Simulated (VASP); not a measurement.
Runs of VASP 6.6.1 on Ge. The structure is that of space group Fd-3m (No. 227), or close to it. The cells are those of the table. 

| cell | gap on the mesh (eV) | pressure (GPa) |
| --- | --- | --- |
| a = 3.966, b = 4.036, c = 4.001 Å, angles 59.1, 60.9, 60.0°, 2 atoms | 0.10 | 0.3 |
| a = 3.995, b = 4.005, c = 4.000 Å, angles 59.9, 60.1, 60.0°, 2 atoms | 0.02 | (a) |
| a = 3.986, b = 4.016, c = 4.001 Å, angles 59.6, 60.4, 60.0°, 2 atoms | 0.06 | 0.6 |
| a = 4.041, b = 3.961, c = 4.001 Å, angles 61.0, 59.0, 60.0°, 2 atoms | 0.10 | 0.6 |

Alike in all rows: task single point; level PBEsol; potentials or basis VASP PAW PBE potentials, release 64 (Ge_d); no spin polarisation; k mesh 14 × 14 × 14; cutoff (eV) 520; smearing gaussian 0.15 eV.

Problem. Estimate the missing entries.

Solution. (a) 0.2.

Caveats: semilocal functionals underestimate gaps, and a narrow one can read as zero; the PAW data sets were made with another functional, which shifts forces and pressure a little; the smearing spreads over this small gap (at least some runs).

A k mesh can miss the band edges, and the runs leave out spin-orbit coupling on Ge.
